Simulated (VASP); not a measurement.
# CdSe (F-43m) in VASP: elastic constants with PBEsol

Aim: the elastic constants of CdSe with PBEsol.

Program: VASP 6.6.1. These are calculated values, not measurements. Logs are shortened: lines on timing, memory, paths and dates and some standing lists are left out, and cuts for length are marked.

## (1) The cell of the first run

Symmetry: F-43m, No. 216, cubic system. The conventional cell has a = 6.083 Å, b = 6.083 Å, c = 6.083 Å, α = 90.00°, β = 90.00°, γ = 90.00°. Cd (site symmetry -43m) has 4 Se at 2.63 Å within 3.5 Å. Within 3.5 Å of Se (site symmetry -43m) lie 4 Cd at 2.63 Å.

## (2) Elastic constants, PBEsol

Input file INCAR:

```
SYSTEM = CdSe
  ALGO = Normal
  EDIFF = 1E-8
  ENCUT = 600
  GGA = PS
  IBRION = 6
  ISIF = 3
  ISMEAR = 0
  LASPH = .True.
  LCHARG = .True.
  LREAL = .False.
  LWAVE = .False.
  NELM = 60
  NFREE = 2
  NSW = 1
  POTIM = 0.015
  PREC = Accurate
  SIGMA = 0.01
```

Input file KPOINTS:

```
k-points
0
Gamma
  6 6 6
  0 0 0
```

Input file POSCAR:

```
CdSe
1.0
    0.0000000000      3.0413255900      3.0413255900
    3.0413255900      0.0000000000      3.0413255900
    3.0413255900      3.0413255900      0.0000000000
Cd Se
1 1
Direct
    0.0000000000      0.0000000000      0.0000000000
    0.7500000000      0.7500000000      0.7500000000
```

Potentials or basis: VASP PAW PBE potentials, release 64 (Cd, Se).

Run with:

```
$ cat potpaw_PBE.64/Cd/POTCAR potpaw_PBE.64/Se/POTCAR > POTCAR
$ mpirun -np 1 vasp_std > vasp.out
```

OUTCAR:

```text
SYSTEM = CdSe
   EDIFF = 1E-8
   ENCUT = 600
   GGA = PS
   IBRION = 6
   ISIF = 3
   ISMEAR = 0
   LASPH = .True.
   LREAL = .False.
   NELM = 60
   NFREE = 2
   NSW = 1
   POTIM = 0.015
   PREC = Accurate

 ion  position               nearest neighbor table
   1  0.000  0.000  0.000-   2 2.63   2 2.63   2 2.63   2 2.63
   2  0.750  0.750  0.750-   1 2.63   1 2.63   1 2.63   1 2.63

  LATTYP: Found a face centered cubic cell.
 ALAT       =     6.0826511800

  Lattice vectors:

 A1 = (   0.0000000000,   3.0413255900,   3.0413255900)
 A2 = (   3.0413255900,   0.0000000000,   3.0413255900)
 A3 = (   3.0413255900,   3.0413255900,   0.0000000000)

Analysis of symmetry for initial positions (statically):
=====================================================================
 Subroutine PRICEL returns:
 Original cell was already a primitive cell.

 Routine SETGRP: Setting up the symmetry group for a
 face centered cubic supercell.

 Subroutine GETGRP returns: Found 24 space group operations
 (whereof 24 operations were pure point group operations)
 out of a pool of 48 trial point group operations.

The static configuration has the point symmetry T_d .

Analysis of symmetry for dynamics (positions and initial velocities):
=====================================================================
 Subroutine PRICEL returns:
 Original cell was already a primitive cell.

 Routine SETGRP: Setting up the symmetry group for a
 face centered cubic supercell.

 Subroutine GETGRP returns: Found 24 space group operations
 (whereof 24 operations were pure point group operations)
 out of a pool of 48 trial point group operations.

The dynamic configuration has the point symmetry T_d .

 Subroutine INISYM returns: Found 24 space group operations
 (whereof 24 operations are pure point group operations),
 and found     1 'primitive' translations

----------------------------------------------------------------------------------------

                                     Primitive cell

  volume of cell :      56.2625

  direct lattice vectors                    reciprocal lattice vectors
     0.000000000  3.041325590  3.041325590    -0.164401997  0.164401997  0.164401997
     3.041325590  0.000000000  3.041325590     0.164401997 -0.164401997  0.164401997
     3.041325590  3.041325590  0.000000000     0.164401997  0.164401997 -0.164401997

  length of vectors
     4.301083897  4.301083897  4.301083897     0.284752611  0.284752611  0.284752611

  position of ions in fractional coordinates (direct lattice)
     0.000000000  0.000000000  0.000000000
     0.750000000  0.750000000  0.750000000

  ion indices of the primitive-cell ions
   primitive index   ion index
                 1           1
                 2           2

----------------------------------------------------------------------------------------

 KPOINTS: k-points

Automatic generation of k-mesh.
 Grid dimensions read from file:
 generate k-points for:    6    6    6

 Generating k-lattice:

  Cartesian coordinates                     Fractional coordinates (reciprocal lattice)
    -0.027400333  0.027400333  0.027400333     0.166666667  0.000000000  0.000000000
     0.027400333 -0.027400333  0.027400333     0.000000000  0.166666667  0.000000000
     0.027400333  0.027400333 -0.027400333     0.000000000  0.000000000  0.166666667

[... 98 lines left out ...]

------------------------ aborting loop because EDIFF is reached ----------------------------------------

  FORCE on cell =-STRESS in cart. coord.  units (eV):
  Direction    XX          YY          ZZ          XY          YZ          ZX
  --------------------------------------------------------------------------------------
  -------------------------------------------------------------------------------------
  Total        0.0989992      0.0989992      0.0989992      0.0000000     -0.0000000     -0.0000000
  in kB        2.8191857      2.8191857      2.8191857      0.0000000     -0.0000000     -0.0000000
  external PRESSURE =       2.8191857 kB  Pullay stress =       0.0000000 kB
[... 89 lines left out ...]
  FREE ENERGIE OF THE ION-ELECTRON SYSTEM (eV)
  ---------------------------------------------------
  free  energy   TOTEN  =        -6.1684259092 eV

  energy  without entropy=       -6.1684259092  energy(sigma->0) =       -6.16842591

[... ionic steps 4 to 14 ...]

--------------------------------------- Ionic step       15  -------------------------------------------

 number of electron      18.0000000 magnetization

------------------------ aborting loop because EDIFF is reached ----------------------------------------
[... 67 lines left out ...]
--------------------------------------- Ionic step       17  -------------------------------------------

 number of electron      17.9999999 magnetization

 Free energy of the ion-electron system (eV)
  ---------------------------------------------------
  ext. energy  EPLUGINS =         0.00000000
  ---------------------------------------------------
  free energy    TOTEN  =        -6.17194726 eV

  energy without entropy =       -6.17194726  energy(sigma->0) =       -6.17194726

 E-fermi :   0.9191     XC(G=0):  -9.0970

 val. band max:        0.8231821156   @ k =   0.0000   0.0000   0.0000
 cond. band min:       1.2954850426   @ k =   0.0000   0.0000   0.0000
 fundamental gap:      0.4723029270
 Fermi energy:         0.9191034956

 k-point     1 :       0.0000    0.0000    0.0000
  band No.  band energies     occupation
      1     -11.8080      2.00000
      2      -7.1116      2.00000
      3      -7.1026      2.00000
      4      -7.0937      2.00000
      5      -6.7218      2.00000
      6      -6.7217      2.00000
      7       0.8060      2.00000
      8       0.8150      2.00000
      9       0.8232      2.00000
     10       1.2955      0.00000
     11       6.6587      0.00000
     12       6.6663      0.00000
     13       6.6751      0.00000
[... 354 lines left out ...]
  band No.  band energies     occupation
      1     -11.3975      2.00000
      2      -6.9874      2.00000
      3      -6.9557      2.00000
      4      -6.7486      2.00000
      5      -6.6930      2.00000
      6      -6.4132      2.00000
      7      -3.3939      2.00000
      8      -0.7922      2.00000
      9      -0.2508      2.00000
     10       4.1076      0.00000
     11       6.3381      0.00000
     12       7.8729      0.00000
     13       7.9511      0.00000

 [... further k-points ...]
[... 5 lines left out ...]
  --------------------------------------------------------------------------------------
  -------------------------------------------------------------------------------------
  Total        0.0993373      0.1012418      0.1012418      0.0000000     -0.0952711      0.0000000
  in kB        2.8288122      2.8830477      2.8830477      0.0000000     -2.7130192      0.0000000
  external PRESSURE =       2.8649692 kB  Pullay stress =       0.0000000 kB
[... 17 lines left out ...]
  FREE ENERGIE OF THE ION-ELECTRON SYSTEM (eV)
  ---------------------------------------------------
  free  energy   TOTEN  =        -6.1719472607 eV

  energy  without entropy=       -6.1719472607  energy(sigma->0) =       -6.17194726

 INTERNAL STRAIN TENSORS FROM STRAINED CELLS
 ============================================

 INTERNAL STRAIN TENSOR FOR ION    1 for displacements in x,y,z  (eV/Angst):
          X           Y           Z          XY          YZ          ZX
  --------------------------------------------------------------------------------
  x     0.00000     0.00000    -0.00000    -0.00000    -6.34230     0.00000
  y    -0.00000     0.00000    -0.00000    -0.00000     0.00000    -6.34252
  z    -0.00000     0.00000     0.00000    -6.34275    -0.00000     0.00000

 INTERNAL STRAIN TENSORS FROM DISPLACED ATOMS
 ============================================

 INTERNAL STRAIN TENSOR FOR ION    1 for displacements in x,y,z  (eV/Angst):
          X           Y           Z          XY          YZ          ZX
  --------------------------------------------------------------------------------
  x     0.00000     0.00000     0.00000     0.00000    -6.35016     0.00000
  y     0.00000     0.00000     0.00000     0.00000     0.00000    -6.35016
  z     0.00000     0.00000     0.00000    -6.35016     0.00000     0.00000

 INTERNAL STRAIN TENSOR FOR ION    2 for displacements in x,y,z  (eV/Angst):
          X           Y           Z          XY          YZ          ZX
  --------------------------------------------------------------------------------
  x    -0.00000     0.00000     0.00000     0.00000     6.35233     0.00000
  y     0.00000     0.00000     0.00000     0.00000     0.00000     6.35233
  z     0.00000     0.00000    -0.00000     6.35233     0.00000     0.00000

 Eigenvectors and eigenvalues of the dynamical matrix
 ----------------------------------------------------

   1 f  =    5.067604 THz    31.840692 2PiTHz  169.037061 cm-1    20.957915 meV
             X         Y         Z           dx          dy          dz
      0.000000  0.000000  0.000000     0.000000    0.642231    0.000000
      4.561988  4.561988  4.561988     0.000000   -0.766511    0.000000
[... 21 lines left out ...]
   6 f/i=    0.000723 THz     0.004542 2PiTHz    0.024111 cm-1     0.002989 meV
             X         Y         Z           dx          dy          dz
      0.000000  0.000000  0.000000     0.000000    0.000000    0.766511
      4.561988  4.561988  4.561988     0.000000    0.000000    0.642231

--------------------------------------------------------------------------------------------------------

 ELASTIC MODULI CONTR FROM IONIC RELAXATION (kBar)
 Direction    XX          YY          ZZ          XY          YZ          ZX
 --------------------------------------------------------------------------------
 XX          -0.0000      0.0000      0.0000     -0.0000      0.0000     -0.0000
 YY           0.0000     -0.0000      0.0000     -0.0000     -0.0000     -0.0000
 ZZ           0.0000      0.0000     -0.0000      0.0000     -0.0000     -0.0000
 XY          -0.0000     -0.0000      0.0000   -235.7151      0.0000      0.0000
 YZ           0.0000     -0.0000     -0.0000      0.0000   -235.7151      0.0000
 ZX          -0.0000     -0.0000     -0.0000      0.0000      0.0000   -235.7151
 --------------------------------------------------------------------------------

 TOTAL ELASTIC MODULI (kBar)
 Direction    XX          YY          ZZ          XY          YZ          ZX
 --------------------------------------------------------------------------------
 XX         646.7891    473.6014    473.6014     -0.0000      0.0000      0.0000
 YY         473.6014    646.7891    473.6014     -0.0000     -0.0000     -0.0000
 ZZ         473.6014    473.6014    646.7891      0.0000      0.0000      0.0000
 XY          -0.0000     -0.0000      0.0000    223.2591      0.0000      0.0000
 YZ           0.0000     -0.0000      0.0000      0.0000    223.2591      0.0000
 ZX           0.0000     -0.0000      0.0000      0.0000      0.0000    223.2591
 --------------------------------------------------------------------------------
```

Run time: 8.3 min. Hardware: 1 thread of Intel Xeon Platinum 8259CL at 2.50GHz (Skylake/Cascade Lake), shared host; peak memory 0.29 GiB.

Results:

* Elastic constants C11, C12, C44: 65, 47, 22 GPa
* Voigt bulk modulus: 53 GPa
* Highest phonon frequency at Γ, LO-TO splitting left out: 169 cm⁻¹

Phonon frequencies in cm⁻¹ (negative: imaginary):
```
              q point        frequencies
(0.000, 0.000, 0.000)  0 0 0 169 169 169
```

Elastic tensor in Voigt notation (GPa, in the Cartesian axes of the cell as first typed):
```
65 47 47  0  0  0
47 65 47  0  0  0
47 47 65  0  0  0
 0  0  0 22  0  0
 0  0  0  0 22  0
 0  0  0  0  0 22
```

Clamped-ion elastic tensor (GPa):
```
65 47 47  0  0  0
47 65 47  0  0  0
47 47 65  0  0  0
 0  0  0 46  0  0
 0  0  0  0 46  0
 0  0  0  0  0 46
```

Caveat: the PAW data sets were made with another functional, which shifts forces and pressure a little.
